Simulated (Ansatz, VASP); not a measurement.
# One calculation of Sb, two programs

```
Sb
1.0
     4.12043    0.00000    0.00000
    -2.06022    3.56840    0.00000
     0.00000    0.00000   27.10000
Sb
2
Cartesian
  0.0000 2.3789 7.0079
  2.0602 1.1895 8.6421
```

Alike in both runs: functional PBE; k mesh 12 × 12 × 1; occupations gaussian, width 0.03 eV; no spin polarisation.

Ansatz relaxed the structure, and its values are those at the end. VASP's run is a single point on that final structure, the one shown.

```csv
,VASP,Ansatz
version,VASP 6.6.1,Ansatz 0.2.0
potentials or method,"VASP PAW PBE potentials, release 64 (Sb), cutoff 400 eV","scalar-relativistic, plane waves, PAW"
valence electrons in the cell,10,30
```

```tsv
	VASP	Ansatz	Ansatz less VASP
gap on the k mesh at the Fermi level (eV)	1.31	1.31	-0.006
least direct gap on the mesh (eV)	1.56	1.59	+0.031
rms of the force components (eV/Å)	0.051	0.003	-0.0484
```

VASP's potentials hold 10 valence electrons a cell and Ansatz's 30, so a difference there can come from the potentials and not from the codes. Ansatz's warnings: slab cell height set, structure snapped to symmetry.

Neither program's run includes spin-orbit coupling.
